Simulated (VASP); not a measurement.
# PbSe (P4/nmm) in VASP: further runs, part 3 of 3

VASP 6.6.1.

**4. Single point, PBE**

This run uses another cell than the first one, of 30.24 Å³/atom.

Contents of INCAR:

```
PREC = Accurate
ENCUT = 520
EDIFF = 1E-6
ISMEAR = 0
SIGMA = 0.02
LREAL = False
LASPH = True
NELM = 80
ALGO = Normal
ISIF = 2
LWAVE = False
LCHARG = False
GGA = PE
NBANDS = 28
```

Contents of KPOINTS:

```
regular mesh
0
Gamma
  8 8 8
```

Contents of POSCAR:

```
PbSe
1.0
    5.3515043033      0.0000000000      0.0000000000
    0.0000000000      5.3515043033      0.0000000000
    0.0000000000      0.0000000000      4.2233452461
Pb Se
2 2
Direct
    0.5000000000      0.0000000000      0.6822417172
    0.0000000000      0.5000000000      0.3177582828
    0.0000000000      0.0000000000      0.0000000000
    0.5000000000      0.5000000000      0.0000000000
```

Potentials or basis: VASP PAW PBE potentials, release 64 (Pb_d, Se).

The run is started by

```console
$ cat potpaw_PBE.64/Pb_d/POTCAR potpaw_PBE.64/Se/POTCAR > POTCAR
$ mpirun -np 1 vasp_std > vasp.out
```

OUTCAR:

```text
PREC = Accurate
   ENCUT = 520
   EDIFF = 1E-6
   ISMEAR = 0
   LREAL = False
   LASPH = True
   NELM = 80
   ISIF = 2
   GGA = PE

 ion  position               nearest neighbor table
   1  0.500  0.000  0.682-   3 2.99   4 2.99   4 2.99   3 2.99   2 4.09   2 4.09   2 4.09   2 4.09

   2  0.000  0.500  0.318-   3 2.99   4 2.99   3 2.99   4 2.99   1 4.09   1 4.09   1 4.09   1 4.09

   3  0.000  0.000  0.000-   1 2.99   2 2.99   2 2.99   1 2.99
   4  0.500  0.500  0.000-   1 2.99   2 2.99   1 2.99   2 2.99

  LATTYP: Found a simple tetragonal cell.
 ALAT       =     5.3515043033
 C/A-ratio  =     0.7891884238

  Lattice vectors:

 A1 = (   5.3515043033,   0.0000000000,   0.0000000000)
 A2 = (   0.0000000000,   5.3515043033,   0.0000000000)
 A3 = (   0.0000000000,   0.0000000000,   4.2233452461)

Analysis of symmetry for initial positions (statically):
=====================================================================
 Subroutine PRICEL returns:
 Original cell was already a primitive cell.

 Routine SETGRP: Setting up the symmetry group for a
 simple tetragonal supercell.

 Subroutine GETGRP returns: Found 16 space group operations
 (whereof  8 operations were pure point group operations)
 out of a pool of 16 trial point group operations.

The static configuration has the point symmetry D_2d.
 The point group associated with its full space group is D_4h.

Analysis of symmetry for dynamics (positions and initial velocities):
=====================================================================
 Subroutine PRICEL returns:
 Original cell was already a primitive cell.

 Routine SETGRP: Setting up the symmetry group for a
 simple tetragonal supercell.

 Subroutine GETGRP returns: Found 16 space group operations
 (whereof  8 operations were pure point group operations)
 out of a pool of 16 trial point group operations.

The dynamic configuration has the point symmetry D_2d.
 The point group associated with its full space group is D_4h.

 Subroutine INISYM returns: Found 16 space group operations
 (whereof  8 operations are pure point group operations),
 and found     1 'primitive' translations

----------------------------------------------------------------------------------------

                                     Primitive cell

  volume of cell :     120.9507

  direct lattice vectors                    reciprocal lattice vectors
     5.351504303  0.000000000  0.000000000     0.186863346  0.000000000  0.000000000
     0.000000000  5.351504303  0.000000000     0.000000000  0.186863346  0.000000000
     0.000000000  0.000000000  4.223345246     0.000000000  0.000000000  0.236779127

  length of vectors
     5.351504303  5.351504303  4.223345246     0.186863346  0.186863346  0.236779127

  position of ions in fractional coordinates (direct lattice)
     0.500000000  0.000000000  0.682241717
     0.000000000  0.500000000  0.317758283
     0.000000000  0.000000000  0.000000000
     0.500000000  0.500000000  0.000000000

  ion indices of the primitive-cell ions
   primitive index   ion index
                 1           1
                 2           2
                 3           3
                 4           4

----------------------------------------------------------------------------------------

[... 25 lines left out ...]
            Coordinates               Weight
  0.000000  0.000000  0.000000      1.000000
  0.125000  0.000000  0.000000      4.000000
  0.250000  0.000000  0.000000      4.000000
  0.375000  0.000000  0.000000      4.000000
  0.500000  0.000000  0.000000      2.000000
  0.125000  0.125000  0.000000      4.000000
[... 16 lines left out ...]
  0.375000  0.125000  0.125000     16.000000
  0.500000  0.125000  0.125000      8.000000
 [... further k-points ...]
   k-points           NKPTS =     75   k-points in BZ     NKDIM =     75   number of bands    NBANDS=     28
   number of dos      NEDOS =    301   number of ions     NIONS =      4
   total plane-waves  NPLWV =  51200
   dimension x,y,z NGX =    40 NGY =   40 NGZ =   32
   dimension x,y,z NGXF=    80 NGYF=   80 NGZF=   64
   ions per type =               2   2
   NGX,Y,Z   is equivalent  to a cutoff of  12.43, 12.43, 12.60 a.u.
   NGXF,Y,Z  is equivalent  to a cutoff of  24.85, 24.85, 25.19 a.u.
 SYSTEM =  unknown system
   PREC   = accura    normal or accurate (medium, high low for compatibility)
   ISTART =      0    job   : 0-new  1-cont  2-samecut
   ICHARG =      2    charge: 1-file 2-atom 10-const
   ISPIN  =      1    spin polarized calculation?
   LNONCOLLINEAR =      F non collinear calculations
   LSORBIT =      F    spin-orbit coupling
   LASPH  =      T    aspherical Exc in radial PAW
   ENCUT  =  520.0 eV  38.22 Ry    6.18 a.u.   9.95  9.95  7.85*2*pi/ulx,y,z
   NELM   =     80;   NELMIN=  2; NELMDL= -5     # of ELM steps
   EDIFF  = 0.1E-05   stopping-criterion for ELM
   LREAL  =      F    real-space projection
   EDIFFG = 0.1E-04   stopping-criterion for IOM
   NSW    =      0    number of steps for IOM
   IBRION =     -1    ionic relax: 0-MD 1-quasi-New 2-CG
   NFREE  =      0    steps in history (QN), initial steepest desc. (CG)
   ISIF   =      2    stress and relaxation
   ISYM   =      2    0-nonsym 1-usesym 2-fastsym
   POTIM  = 0.5000    time-step for ionic-motion
   TEBEG  =    0.0;   TEEND  =   0.0 temperature during run
   PSTRESS=    0.0 pullay stress
   NELECT =      40.0000    total number of electrons
   NUPDOWN=      -1.0000    fix difference up-down
   EMIN   =  10.00;   EMAX   =-10.00  energy-range for DOS
   EFERMI =   0.00;   METHOD = LEGACY
   ISMEAR =     0;   SIGMA  =   0.02  broadening in eV -4-tet -1-fermi 0-gaus
   EFERMI_NEDOS =   21; number of points for ismear=-14 and -15
   IALGO  =     38    algorithm
   IMIX   =      4    mixing-type and parameters
     AMIX     =   0.40;   BMIX     =  1.00
     AMIX_MAG =   1.60;   BMIX_MAG =  1.00
  volume/ion in A,a.u.               =      30.24       204.05
  Fermi-wavevector in a.u.,A,eV,Ry     =   1.132119  2.139395 17.438495  1.281693
  Thomas-Fermi vector in A             =   2.268819
   LORBIT       =      0    0 simple, 1 ext, 2 COOP (PROOUT), +10 PAW based schemes
   GGA     = PE    functional components
   LHFCALC =     F    Hartree Fock is set to
   AEXX    =    0.0000 exact exchange contribution
   IVDW    =     0    specifies the selected vdW correction
   LEPSILON=     F    determine dielectric tensor
   LRPA    =     F    only Hartree local field effects (RPA)
 non-spin polarized calculation
 Gauss-broadening in eV      SIGMA  =   0.02
  energy-cutoff  :      520.00
  volume of cell :      120.95
 maximum number of plane-waves:      3284
 NGX is ok and might be reduce to    40
   NGX = 19   NGY = 19   NGZ = 15

 number of electron      40.0000010 magnetization

 Free energy of the ion-electron system (eV)
  ---------------------------------------------------
  ext. energy  EPLUGINS =         0.00000000
  ---------------------------------------------------
  free energy    TOTEN  =       -15.70836605 eV

  energy without entropy =      -15.70836605  energy(sigma->0) =      -15.70836605

 E-fermi :   4.2546     XC(G=0):  -9.3124

 val. band max:        4.1688462976   @ k =   0.5000   0.5000   0.5000
 cond. band min:       4.5719454020   @ k =   0.1250   0.1250   0.3750
 fundamental gap:      0.4030991043
 Fermi energy:         4.2546081843

 k-point     1 :       0.0000    0.0000    0.0000
  band No.  band energies     occupation
      1     -12.4848      2.00000
      2     -12.4725      2.00000
      3     -12.4645      2.00000
      4     -12.4445      2.00000
      5     -12.4445      2.00000
      6     -12.4286      2.00000
[... 733 lines left out ...]
     27      11.5385      0.00000
     28      11.5385      0.00000

 [... further k-points ...]

------------------------ aborting loop because EDIFF is reached ----------------------------------------

  FORCE on cell =-STRESS in cart. coord.  units (eV):
  Direction    XX          YY          ZZ          XY          YZ          ZX
  --------------------------------------------------------------------------------------
  -------------------------------------------------------------------------------------
  Total       -0.0018280     -0.0018280     -0.0149239      0.0000000      0.0000000      0.0000000
  in kB       -0.0242149     -0.0242149     -0.1976897      0.0000000      0.0000000      0.0000000
  external PRESSURE =      -0.0820398 kB  Pullay stress =       0.0000000 kB

 VOLUME and BASIS-vectors are now :
 -----------------------------------------------------------------------------
  energy-cutoff  :      520.00
  volume of cell :      120.95
      direct lattice vectors                 reciprocal lattice vectors
     5.351504303  0.000000000  0.000000000     0.186863346  0.000000000  0.000000000
     0.000000000  5.351504303  0.000000000     0.000000000  0.186863346  0.000000000
     0.000000000  0.000000000  4.223345246     0.000000000  0.000000000  0.236779127

 POSITION                                       TOTAL-FORCE (eV/Angst)
 -----------------------------------------------------------------------------------
      2.67575      0.00000      2.88134         0.000000      0.000000     -0.010882
      0.00000      2.67575      1.34200        -0.000000      0.000000      0.010882
      0.00000      0.00000      0.00000        -0.000000     -0.000000      0.000000
      2.67575      2.67575      0.00000        -0.000000      0.000000      0.000000
 -----------------------------------------------------------------------------------
    total drift:                               -0.000000      0.000000      0.000000

  FREE ENERGIE OF THE ION-ELECTRON SYSTEM (eV)
  ---------------------------------------------------
  free  energy   TOTEN  =       -15.7083660475 eV

  energy  without entropy=      -15.7083660475  energy(sigma->0) =      -15.70836605
```

OSZICAR:

```text
N       E                     dE             d eps       ncg     rms          rms(c)
DAV:   1     0.397223447773E+03    0.39722E+03   -0.18649E+04  4200   0.149E+03
DAV:   2     0.264483733186E+02   -0.37078E+03   -0.36030E+03  4216   0.390E+02
DAV:   3    -0.146416731469E+02   -0.41090E+02   -0.39891E+02  5472   0.145E+02
DAV:   4    -0.164964102279E+02   -0.18547E+01   -0.18490E+01  4900   0.323E+01
DAV:   5    -0.165589505443E+02   -0.62540E-01   -0.62533E-01  5440   0.650E+00    0.409E+00
DAV:   6    -0.157174767262E+02    0.84147E+00   -0.19784E+00  5832   0.834E+00    0.211E+00
DAV:   7    -0.157080285592E+02    0.94482E-02   -0.40369E-01  4764   0.255E+00    0.132E+00
DAV:   8    -0.157128602885E+02   -0.48317E-02   -0.64994E-02  5712   0.204E+00    0.360E-01
DAV:   9    -0.157080944563E+02    0.47658E-02   -0.19367E-02  5828   0.101E+00    0.100E-01
DAV:  10    -0.157083309814E+02   -0.23653E-03   -0.16137E-03  5248   0.189E-01    0.412E-02
DAV:  11    -0.157083665306E+02   -0.35549E-04   -0.14038E-04  5560   0.903E-02    0.144E-02
DAV:  12    -0.157083662073E+02    0.32327E-06   -0.15865E-05  5000   0.222E-02    0.222E-03
DAV:  13    -0.157083660475E+02    0.15985E-06   -0.11205E-06  3304   0.785E-03
   1 F= -.15708366E+02 E0= -.15708366E+02  d E =-.455925E-12
```

stdout:

```text
POSCAR found type information on POSCAR PbSe
 POSCAR found :  2 types and       4 ions
 scaLAPACK will be used
 LDA part: xc-table for (Slater+PW92), standard interpolation
 POSCAR, INCAR and KPOINTS ok, starting setup
 FFT: planning ... GRIDC
 FFT: planning ... GRID_SOFT
 FFT: planning ... GRID
 WAVECAR not read
 entering main loop
```

Wall time 2.9 min (1 thread of Intel Xeon 8259CL, shared host); peak memory 0.36 GiB.

Results:

```
Free energy            : -15.7084 eV
Pressure               : 0.0 GPa
Largest force          : 0.011 eV/Å
Band gap on the k mesh : 0.40 eV (least direct gap 0.93 eV)
```

Forces in eV/Å, atoms in the order of the input:
```
Pb   0.000  0.000 -0.011
Pb   0.000  0.000  0.011
Se   0.000  0.000  0.000
Se   0.000  0.000  0.000
```

Levels at points of the mesh, in eV from the valence-band top:
```tsv
k point	band 17	band 18	band 19	band 20	band 21	band 22	band 23	band 24
(0.00, 0.00, 0.00)	-1.30	-1.30	-1.01	-0.26	2.02	3.92	4.55	4.55
(0.50, 0.00, 0.00)	-1.26	-1.26	-0.42	-0.42	1.94	1.94	4.57	4.57
(0.50, 0.50, 0.00)	-0.68	-0.68	-0.11	-0.11	0.82	0.82	3.34	3.34
(0.00, 0.00, 0.50)	-1.58	-1.35	-1.11	-1.11	0.83	1.01	1.19	1.19
(0.50, 0.00, 0.50)	-2.21	-2.21	-1.19	-1.19	2.38	2.38	2.71	2.71
(0.50, 0.50, 0.50)	-3.13	-3.13	0.00	0.00	3.90	3.90	4.09	4.09
```

Caveat: spin-orbit coupling is left out, which moves the levels of the heavy elements.
